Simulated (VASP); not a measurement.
Here is a VASP 6.6.1 calculation.

File INCAR:

```
  ALGO = Normal
  EDIFF = 1E-6
  ENCUT = 600
  GGA = PE
  GGA_COMPAT = False
  ISIF = 2
  ISMEAR = 0
  LASPH = True
  LCHARG = True
  LELF = True
  LREAL = False
  LVHAR = True
  LWAVE = False
  NBANDS = 21
  NELM = 120
  PREC = Accurate
  SIGMA = 0.02
```

The input KPOINTS:

```
k-points
0
Gamma
  12 12 4
```

POSCAR

```
Mg2BeS3
1.0
    3.5488980448      0.0000000000      0.0000000000
   -1.7744490224      3.0734358622      0.0000000000
    0.0000000000      0.0000000000      8.7968081302
Mg Be S
2 1 3
Direct
    0.3333333333      0.6666666667      0.6749944779
    0.6666666667      0.3333333333      0.3250055221
    0.0000000000      0.0000000000      0.0000000000
    0.3333333333      0.6666666667      0.1438525321
    0.6666666667      0.3333333333      0.8561474679
    0.0000000000      0.0000000000      0.5000000000
```

Potentials or basis: VASP PAW PBE potentials, release 64 (Mg, Be, S).

Run with:

```sh
$ cat potpaw_PBE.64/Mg/POTCAR potpaw_PBE.64/Be/POTCAR potpaw_PBE.64/S/POTCAR > POTCAR
$ mpirun -np 1 vasp_std > vasp.out
```

Estimate the band gap on the k mesh.

2.16 eV (least direct gap 2.78 eV).

Predict the pressure.

-0.2 GPa.

Predict the largest force.

0.014 eV/Å.

Forces on the atoms (eV/Å):
```
Mg   0.000  0.000 -0.002
Mg   0.000  0.000  0.002
Be   0.000  0.000  0.000
S    0.000  0.000  0.014
S    0.000  0.000 -0.014
S    0.000  0.000  0.000
```

A k mesh can miss the band edges.
